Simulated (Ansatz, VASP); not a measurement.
# One calculation of B, two programs

```
B
1.0
     0.00000    1.44071    1.44071
     1.44071    0.00000    1.44071
     1.44071    1.44071    0.00000
B
1
Direct
  0.00000 0.00000 0.00000
```

Alike in both runs: functional RPBE; k mesh 18 × 18 × 18; occupations fermi-dirac, width 0.1 eV; no spin polarisation.

Ansatz relaxed the structure, and its values are those at the end. VASP's run is a single point on that final structure, the one shown.

|  | VASP | Ansatz |
| --- | --- | --- |
| version | VASP 6.6.1 | Ansatz 0.2.0 |
| potentials or method | VASP PAW PBE potentials, release 64 (B), cutoff 520 eV | plane waves (420 eV) with PAW, scalar-relativistic |
| valence electrons in the cell | 3 | 3 |

Ansatz gave:

```
pressure (GPa) : 0.0
```

**Question.** Which values does VASP return?

**Answer.** Pressure (GPa): -0.2.

VASP's potentials were made for PBE, not for RPBE. With one functional, cell and mesh, what is left measures potentials, basis and numerics.
